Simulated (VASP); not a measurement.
# Cd (Pm-3m) in VASP: further runs

The runs below take Cd through single point, with revPBE.

All numbers are computed with VASP 6.6.1; they aren't measurements. Logs are shortened: lines on timing, memory, paths and dates and some standing lists are left out, and cuts for length are marked.

**1. The cell of the first run**

The structure is cubic, space group Pm-3m (No. 221). The conventional cell has a = 3.044 Å, b = 3.044 Å, c = 3.044 Å, α = 90.00°, β = 90.00°, γ = 90.00°. Cd (site symmetry m-3m) has 6 Cd at 3.04 Å within 4.0 Å.

**2. Single point, revPBE**

Contents of INCAR:

```
PREC = Accurate
ENCUT = 520
EDIFF = 1E-6
ISMEAR = -1
SIGMA = 0.1
LREAL = False
LASPH = True
NELM = 60
ALGO = Normal
ISIF = 2
LWAVE = False
LCHARG = True
GGA = RE
LELF = True
LVHAR = True
NBANDS = 12
```

Contents of KPOINTS:

```
Automatic mesh
0
Gamma
  17 17 17
```

Contents of POSCAR:

```
Cd
1.0
    3.0441033087      0.0000000000      0.0000000000
    0.0000000000      3.0441033087      0.0000000000
    0.0000000000      0.0000000000      3.0441033087
Cd
1
Direct
    0.0000000000      0.0000000000      0.0000000000
```

Potentials or basis: VASP PAW PBE potentials, release 64 (Cd).

Run with:

```console
$ cat potpaw_PBE.64/Cd/POTCAR > POTCAR
$ mpirun -np 1 vasp_std > vasp.out
```

OUTCAR:

```text
PREC = Accurate
   ENCUT = 520
   EDIFF = 1E-6
   ISMEAR = -1
   LREAL = False
   LASPH = True
   NELM = 60
   ISIF = 2
   GGA = RE

 ion  position               nearest neighbor table
   1  0.000  0.000  0.000-

  LATTYP: Found a simple cubic cell.
 ALAT       =     3.0441033087

  Lattice vectors:

 A1 = (   3.0441033087,   0.0000000000,   0.0000000000)
 A2 = (   0.0000000000,   3.0441033087,   0.0000000000)
 A3 = (   0.0000000000,   0.0000000000,   3.0441033087)

Analysis of symmetry for initial positions (statically):
=====================================================================
 Subroutine PRICEL returns:
 Original cell was already a primitive cell.

 Routine SETGRP: Setting up the symmetry group for a
 simple cubic supercell.

 Subroutine GETGRP returns: Found 48 space group operations
 (whereof 48 operations were pure point group operations)
 out of a pool of 48 trial point group operations.

The static configuration has the point symmetry O_h .

Analysis of symmetry for dynamics (positions and initial velocities):
=====================================================================
 Subroutine PRICEL returns:
 Original cell was already a primitive cell.

 Routine SETGRP: Setting up the symmetry group for a
 simple cubic supercell.

 Subroutine GETGRP returns: Found 48 space group operations
 (whereof 48 operations were pure point group operations)
 out of a pool of 48 trial point group operations.

The dynamic configuration has the point symmetry O_h .

 Subroutine INISYM returns: Found 48 space group operations
 (whereof 48 operations are pure point group operations),
 and found     1 'primitive' translations

----------------------------------------------------------------------------------------

                                     Primitive cell

  volume of cell :      28.2084

  direct lattice vectors                    reciprocal lattice vectors
     3.044103309  0.000000000  0.000000000     0.328503963  0.000000000  0.000000000
     0.000000000  3.044103309  0.000000000     0.000000000  0.328503963  0.000000000
     0.000000000  0.000000000  3.044103309     0.000000000  0.000000000  0.328503963

  length of vectors
     3.044103309  3.044103309  3.044103309     0.328503963  0.328503963  0.328503963

  position of ions in fractional coordinates (direct lattice)
     0.000000000  0.000000000  0.000000000

  ion indices of the primitive-cell ions
   primitive index   ion index
                 1           1

----------------------------------------------------------------------------------------

 KPOINTS: Automatic mesh

Automatic generation of k-mesh.
 Grid dimensions read from file:
 generate k-points for:   17   17   17

 Generating k-lattice:

  Cartesian coordinates                     Fractional coordinates (reciprocal lattice)
     0.019323763  0.000000000  0.000000000     0.058823529  0.000000000  0.000000000
     0.000000000  0.019323763  0.000000000     0.000000000  0.058823529  0.000000000
     0.000000000  0.000000000  0.019323763     0.000000000  0.000000000  0.058823529

  Length of vectors
     0.019323763  0.019323763  0.019323763

  Shift w.r.t. Gamma in fractional coordinates (k-lattice)
     0.000000000  0.000000000  0.000000000

 Subroutine IBZKPT returns following result:
 ===========================================

 Found    165 irreducible k-points:

 Following reciprocal coordinates:
            Coordinates               Weight
  0.000000  0.000000  0.000000      1.000000
  0.058824  0.000000  0.000000      6.000000
  0.117647  0.000000  0.000000      6.000000
  0.176471  0.000000  0.000000      6.000000
  0.235294  0.000000  0.000000      6.000000
  0.294118  0.000000  0.000000      6.000000
[... 16 lines left out ...]
  0.411765  0.117647  0.000000     24.000000
  0.470588  0.117647  0.000000     24.000000
 [... further k-points ...]
   k-points           NKPTS =    165   k-points in BZ     NKDIM =    165   number of bands    NBANDS=     12
   number of dos      NEDOS =    301   number of ions     NIONS =      1
   total plane-waves  NPLWV =  13824
   dimension x,y,z NGX =    24 NGY =   24 NGZ =   24
   dimension x,y,z NGXF=    48 NGYF=   48 NGZF=   48
   ions per type =               1
   NGX,Y,Z   is equivalent  to a cutoff of  13.11, 13.11, 13.11 a.u.
   NGXF,Y,Z  is equivalent  to a cutoff of  26.21, 26.21, 26.21 a.u.
 SYSTEM =  unknown system
   PREC   = accura    normal or accurate (medium, high low for compatibility)
   ISTART =      0    job   : 0-new  1-cont  2-samecut
   ICHARG =      2    charge: 1-file 2-atom 10-const
   ISPIN  =      1    spin polarized calculation?
   LNONCOLLINEAR =      F non collinear calculations
   LSORBIT =      F    spin-orbit coupling
   LASPH  =      T    aspherical Exc in radial PAW
   ENCUT  =  520.0 eV  38.22 Ry    6.18 a.u.   5.66  5.66  5.66*2*pi/ulx,y,z
   NELM   =     60;   NELMIN=  2; NELMDL= -5     # of ELM steps
   EDIFF  = 0.1E-05   stopping-criterion for ELM
   LREAL  =      F    real-space projection
   EDIFFG = 0.1E-04   stopping-criterion for IOM
   NSW    =      0    number of steps for IOM
   IBRION =     -1    ionic relax: 0-MD 1-quasi-New 2-CG
   NFREE  =      0    steps in history (QN), initial steepest desc. (CG)
   ISIF   =      2    stress and relaxation
   ISYM   =      2    0-nonsym 1-usesym 2-fastsym
   POTIM  = 0.5000    time-step for ionic-motion
   TEBEG  =    0.0;   TEEND  =   0.0 temperature during run
   PSTRESS=    0.0 pullay stress
   NELECT =      12.0000    total number of electrons
   NUPDOWN=      -1.0000    fix difference up-down
   EMIN   =  10.00;   EMAX   =-10.00  energy-range for DOS
   EFERMI =   0.00;   METHOD = LEGACY
   ISMEAR =    -1;   SIGMA  =   0.10  broadening in eV -4-tet -1-fermi 0-gaus
   EFERMI_NEDOS =   21; number of points for ismear=-14 and -15
   IALGO  =     38    algorithm
   IMIX   =      4    mixing-type and parameters
     AMIX     =   0.40;   BMIX     =  1.00
     AMIX_MAG =   1.60;   BMIX_MAG =  1.00
  volume/ion in A,a.u.               =      28.21       190.36
  Fermi-wavevector in a.u.,A,eV,Ry     =   1.231239  2.326705 20.625760  1.515951
  Thomas-Fermi vector in A             =   2.366057
   LORBIT       =      0    0 simple, 1 ext, 2 COOP (PROOUT), +10 PAW based schemes
   GGA     = RE    functional components
   LHFCALC =     F    Hartree Fock is set to
   AEXX    =    0.0000 exact exchange contribution
   IVDW    =     0    specifies the selected vdW correction
   LEPSILON=     F    determine dielectric tensor
   LRPA    =     F    only Hartree local field effects (RPA)
 non-spin polarized calculation
  energy-cutoff  :      520.00
  volume of cell :       28.21
 maximum number of plane-waves:       780
 NGX is ok and might be reduce to    24
   NGX = 11   NGY = 11   NGZ = 11

 number of electron      11.9999990 magnetization

 Free energy of the ion-electron system (eV)
  ---------------------------------------------------
  ext. energy  EPLUGINS =         0.00000000
  ---------------------------------------------------
  free energy    TOTEN  =        -0.32302434 eV

  energy without entropy =       -0.30919109  energy(sigma->0) =       -0.31610771

 E-fermi :   1.2893     XC(G=0):  -9.5031

 val. band max:        1.2728712777   @ k =   0.4706   0.2941   0.0000
 cond. band min:       1.3415451370   @ k =   0.4706   0.2941   0.0588
 fundamental gap:      0.0686738593
 Fermi energy:         1.2892592831

 k-point     1 :       0.0000    0.0000    0.0000
  band No.  band energies     occupation
      1      -8.0547      2.00000
      2      -8.0547      2.00000
      3      -6.8862      2.00000
      4      -6.8862      2.00000
      5      -6.8862      2.00000
      6      -5.8337      2.00000
      7      10.7604      0.00000
      8      10.7604      0.00000
      9      10.7604      0.00000
     10      14.0686      0.00000
     11      14.0686      0.00000
     12      14.7662      0.00000

 k-point     2 :       0.0588    0.0000    0.0000
  band No.  band energies     occupation
      1      -8.0515      2.00000
      2      -8.0304      2.00000
      3      -6.8982      2.00000
      4      -6.8982      2.00000
      5      -6.8851      2.00000
      6      -5.7730      2.00000
      7       9.9252      0.00000
      8      10.8357      0.00000
      9      10.8357      0.00000
     10      14.0954      0.00000
     11      14.4306      0.00000
     12      15.3522      0.00000

 k-point     3 :       0.1176    0.0000    0.0000
  band No.  band energies     occupation
      1      -8.0422      2.00000
      2      -7.9627      2.00000
      3      -6.9326      2.00000
      4      -6.9326      2.00000
      5      -6.8822      2.00000
      6      -5.5878      2.00000
      7       8.3876      0.00000
      8      11.0589      0.00000
      9      11.0589      0.00000
     10      14.1761      0.00000
     11      14.5981      0.00000
     12      17.0581      0.00000

 k-point     4 :       0.1765    0.0000    0.0000
  band No.  band energies     occupation
      1      -8.0281      2.00000
      2      -7.8653      2.00000
      3      -6.9841      2.00000
      4      -6.9841      2.00000
      5      -6.8778      2.00000
      6      -5.2705      2.00000
      7       6.7611      0.00000
      8      11.4210      0.00000
      9      11.4210      0.00000
     10      14.3109      0.00000
     11      14.7501      0.00000
     12      19.0799      0.00000

 k-point     5 :       0.2353    0.0000    0.0000
  band No.  band energies     occupation
      1      -8.0111      2.00000
      2      -7.7555      2.00000
      3      -7.0454      2.00000
      4      -7.0454      2.00000
      5      -6.8725      2.00000
      6      -4.8135      2.00000
      7       5.1695      0.00000
      8      11.9071      0.00000
      9      11.9071      0.00000
     10      14.4991      0.00000
     11      14.9430      0.00000
     12      21.0577      0.00000

 k-point     6 :       0.2941    0.0000    0.0000
  band No.  band energies     occupation
      1      -7.9935      2.00000
      2      -7.6497      2.00000
      3      -7.1079      2.00000
      4      -7.1079      2.00000
      5      -6.8669      2.00000
      6      -4.2137      2.00000
      7       3.6487      0.00000
      8      12.4941      0.00000
      9      12.4941      0.00000
     10      14.7372      0.00000
     11      15.1769      0.00000
     12      20.0341      0.00000

 k-point     7 :       0.3529    0.0000    0.0000
  band No.  band energies     occupation
      1      -7.9775      2.00000
      2      -7.5604      2.00000
      3      -7.1633      2.00000
      4      -7.1633      2.00000
      5      -6.8620      2.00000
      6      -3.4749      2.00000
      7       2.2161      0.00019
      8      13.1436      0.00000
      9      13.1436      0.00000
     10      15.0130      0.00000
     11      15.4368      0.00000
     12      19.1607      0.00000

 k-point     8 :       0.4118    0.0000    0.0000
  band No.  band energies     occupation
      1      -7.9654      2.00000
      2      -7.4963      2.00000
      3      -7.2046      2.00000
      4      -7.2046      2.00000
      5      -6.8582      2.00000
      6      -2.6107      2.00000
      7       0.8895      1.96394
      8      13.7785      0.00000
      9      13.7785      0.00000
     10      15.2918      0.00000
     11      15.6851      0.00000
     12      18.4798      0.00000
[... 166 lines left out ...]
 k-point    20 :       0.2353    0.1176    0.0000
  band No.  band energies     occupation
      1      -7.9481      2.00000
      2      -7.6928      2.00000
      3      -7.1192      2.00000
      4      -7.0403      2.00000
      5      -6.9172      2.00000
      6      -4.5689      2.00000
      7       5.4098      0.00000
      8       9.4144      0.00000
      9      12.2090      0.00000
     10      14.8423      0.00000
     11      17.0253      0.00000
     12      19.0433      0.00000

 k-point    21 :       0.2941    0.1176    0.0000
  band No.  band energies     occupation
      1      -7.9289      2.00000
      2      -7.5794      2.00000
      3      -7.1887      2.00000
      4      -7.1022      2.00000
      5      -6.9112      2.00000
      6      -3.9747      2.00000
      7       3.8900      0.00000
      8       9.9521      0.00000
      9      12.7996      0.00000
     10      15.0960      0.00000
     11      16.3321      0.00000
     12      18.9551      0.00000

 k-point    22 :       0.3529    0.1176    0.0000
  band No.  band energies     occupation
      1      -7.9120      2.00000
      2      -7.4831      2.00000
      3      -7.2496      2.00000
      4      -7.1571      2.00000
      5      -6.9057      2.00000
      6      -3.2427      2.00000
      7       2.4593      0.00002
      8      10.5821      0.00000
      9      13.4559      0.00000
     10      15.3485      0.00000
     11      15.3873      0.00000
     12      19.1840      0.00000

 k-point    23 :       0.4118    0.1176    0.0000
  band No.  band energies     occupation
      1      -7.8994      2.00000
      2      -7.4137      2.00000
      3      -7.2946      2.00000
      4      -7.1979      2.00000
      5      -6.9016      2.00000
      6      -2.3877      2.00000
      7       1.1377      1.63964
      8      11.2772      0.00000
      9      14.1032      0.00000
     10      14.3588      0.00000
     11      15.6777      0.00000
     12      18.9396      0.00000

 k-point    24 :       0.4706    0.1176    0.0000
  band No.  band energies     occupation
      1      -7.8926      2.00000
      2      -7.3774      2.00000
      3      -7.3186      2.00000
      4      -7.2197      2.00000
      5      -6.8994      2.00000
      6      -1.4872      2.00000
      7       0.0041      1.99999
      8      11.9231      0.00000
      9      13.5549      0.00000
     10      14.5662      0.00000
     11      15.8823      0.00000
     12      18.3048      0.00000

 [... further k-points ...]
[... 5 lines left out ...]
  --------------------------------------------------------------------------------------
  -------------------------------------------------------------------------------------
  Total        0.0525709      0.0525709      0.0525709      0.0000000      0.0000000     -0.0000000
  in kB        2.9859185      2.9859185      2.9859185      0.0000000      0.0000000     -0.0000000
  external PRESSURE =       2.9859185 kB  Pullay stress =       0.0000000 kB

 VOLUME and BASIS-vectors are now :
 -----------------------------------------------------------------------------
  energy-cutoff  :      520.00
  volume of cell :       28.21
      direct lattice vectors                 reciprocal lattice vectors
     3.044103309  0.000000000  0.000000000     0.328503963  0.000000000  0.000000000
     0.000000000  3.044103309  0.000000000     0.000000000  0.328503963  0.000000000
     0.000000000  0.000000000  3.044103309     0.000000000  0.000000000  0.328503963

 POSITION                                       TOTAL-FORCE (eV/Angst)
 -----------------------------------------------------------------------------------
      0.00000      0.00000      0.00000         0.000000      0.000000      0.000000
 -----------------------------------------------------------------------------------
    total drift:                               -0.000000      0.000000      0.000000

  FREE ENERGIE OF THE ION-ELECTRON SYSTEM (eV)
  ---------------------------------------------------
  free  energy   TOTEN  =        -0.3230243358 eV

  energy  without entropy=       -0.3091910908  energy(sigma->0) =       -0.31610771
```

Run time: 18 s. Hardware: 1 thread of Intel Xeon 6975P-C (Granite Rapids), shared host; peak memory 0.17 GiB.

Results:

- Free energy: -0.3230 eV
- Pressure: 0.3 GPa
- Band gap on the k mesh: zero (band 6 reaches 5.12 eV, above the bottom of band 7 at -0.26 eV)

Levels at points of the mesh, in eV from the Fermi level:
```
           k point  band 4  band 5  band 6  band 7  band 8  band 9
(0.00, 0.00, 0.00)   -8.18   -8.18   -7.12    9.47    9.47    9.47
```

Caveat: the PAW data sets were made with another functional, which shifts forces and pressure a little.

**3. Single point, revPBE (volume scaled by 1.04)**

Contents of INCAR:

```
SYSTEM = Cd
ALGO     = Normal         ! electronic algorithm
EDIFF    = 1E-6           ! SCF threshold, eV
ENCUT    = 520            ! plane-wave cutoff, eV
GGA      = RE             ! functional
ISIF     = 2              ! what is computed and relaxed
ISMEAR   = -1             ! smearing method
LASPH    = .True.         ! aspherical terms in the spheres
LCHARG   = .True.         ! write CHGCAR
LELF     = .True.         ! ELF
LREAL    = .False.        ! projectors in reciprocal space
LVHAR    = .True.       
LWAVE    = .False.        ! write WAVECAR
NBANDS   = 12             ! bands
NELM     = 80             ! most SCF steps
PREC     = Accurate       ! precision mode
SIGMA    = 0.1            ! smearing width, eV
```

Contents of KPOINTS:

```
k-points
0
Gamma
  17 17 17
  0 0 0
```

Contents of POSCAR:

```
Cd
1.0
    3.0841618934      0.0000000000      0.0000000000
    0.0000000000      3.0841618934      0.0000000000
    0.0000000000      0.0000000000      3.0841618934
Cd
1
Direct
    0.0000000000      0.0000000000      0.0000000000
```

Potentials or basis: VASP PAW PBE potentials, release 64 (Cd).

Run with:

```console
$ cat potpaw_PBE.64/Cd/POTCAR > POTCAR
$ mpirun -np 1 vasp_std > vasp.out
```

Run time: 14 s. Hardware: 1 thread of Intel Xeon 6975P-C (Granite Rapids), shared host; peak memory 0.17 GiB.

It converged, with:

- Free energy: -0.3219 eV
- Pressure: -0.6 GPa
- Band gap on the k mesh: zero (band 6 reaches 4.80 eV, above the bottom of band 7 at -0.37 eV)

Levels at points of the mesh, in eV from the Fermi level:
| k point | band 4 | band 5 | band 6 | band 7 | band 8 | band 9 |
| --- | --- | --- | --- | --- | --- | --- |
| (0.00, 0.00, 0.00) | -8.17 | -8.17 | -6.92 | 9.23 | 9.23 | 9.23 |

Caveat: the PAW data sets were made with another functional, which shifts forces and pressure a little.
